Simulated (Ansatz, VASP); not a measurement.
Be in VASP and in Ansatz

The input POSCAR:

```
Be
1.0
    2.2637823170      0.0000000000      0.0000000000
    1.1318911590      1.9604929950      0.0000000000
    0.0000000000      0.0000000000     24.9043193810
Be
6
Direct
    0.6666666667      0.6666666667      0.3212294172
    0.0000000000      0.0000000000      0.3927376503
    0.6666666667      0.6666666667      0.4642458834
    0.0000000000      0.0000000000      0.5357541166
    0.6666666667      0.6666666667      0.6072623497
    0.0000000000      0.0000000000      0.6787705828
```

Contents of INCAR.step1:

```
SYSTEM = Be
PREC = Accurate
ENCUT = 520
ISMEAR = 1
SIGMA = 0.1
LREAL = .FALSE.
LASPH = .TRUE.
NELM = 100
LDIPOL = .TRUE.
IDIPOL = 3
DIPOL = 0.5 0.5 0.500
NBANDS = 15
GGA = PE
ALGO = Normal
EDIFF = 1E-4
LWAVE = .TRUE.
LCHARG = .FALSE.
```

INCAR.step2

```
SYSTEM = Be
PREC = Accurate
ENCUT = 520
EDIFF = 1E-7
ISMEAR = 1
SIGMA = 0.1
LREAL = .FALSE.
LASPH = .TRUE.
NELM = 100
ALGO = Normal
ISIF = 2
LWAVE = .FALSE.
LCHARG = .FALSE.
LDIPOL = .TRUE.
IDIPOL = 3
DIPOL = 0.5 0.5 0.500
METAGGA = R2SCAN
LMIXTAU = .TRUE.
NBANDS = 15
ISTART = 1
```

The input KPOINTS:

```
Automatic mesh
0
G
  17 17 1
  0 0 0
```

Input for Ansatz:

```yaml
crystal:
  lattice:
    - [2.263782317, 0.0, 0.0]
    - [1.131891159, 1.960492995, 0.0]
    - [0.0, 0.0, 24.904319381]
  atoms:
    - { symbol: Be, position: [0.6666666667, 0.6666666667, 0.3212294172] }
    - { symbol: Be, position: [0.0, 0.0, 0.3927376503] }
    - { symbol: Be, position: [0.6666666667, 0.6666666667, 0.4642458834] }
    - { symbol: Be, position: [0.0, 0.0, 0.5357541166] }
    - { symbol: Be, position: [0.6666666667, 0.6666666667, 0.6072623497] }
    - { symbol: Be, position: [0.0, 0.0, 0.6787705828] }
kpoints:
  mp_grid: { grid: [17, 17, 1] }
scf:
  occupations: { method: cold, width: 0.1 }
hamiltonian:
  xc: r2scan
  pseudopotentials: { kind: paw, azcp: { folder: soft_1 } }
output:
  forces: true
  stress: false
  populations: false
efield:
  axis: 3
  dipole_correction: true
```

Alike in both runs: task single point; functional r2SCAN; k mesh 17 × 17 × 1; no spin polarisation.

```csv
,VASP,Ansatz
version,VASP 6.6.1,Ansatz 0.2.0
potentials or method,"VASP PAW PBE potentials, release 64 (Be)","plane-wave PAW, scalar-relativistic"
plane-wave cutoff (eV),520,500
occupations,"methfessel-paxton of order 1, width 0.1 eV","cold, width 0.1 eV"
valence electrons in the cell,12,12
```

```tsv
	VASP	Ansatz	Ansatz less VASP
rms of the force components (eV/Å)	0.077	0.073	-0.0038
```

VASP's potentials were made for PBE, not for r2SCAN. Atom by atom the forces differ by 0.004 eV/Å (rms over components).
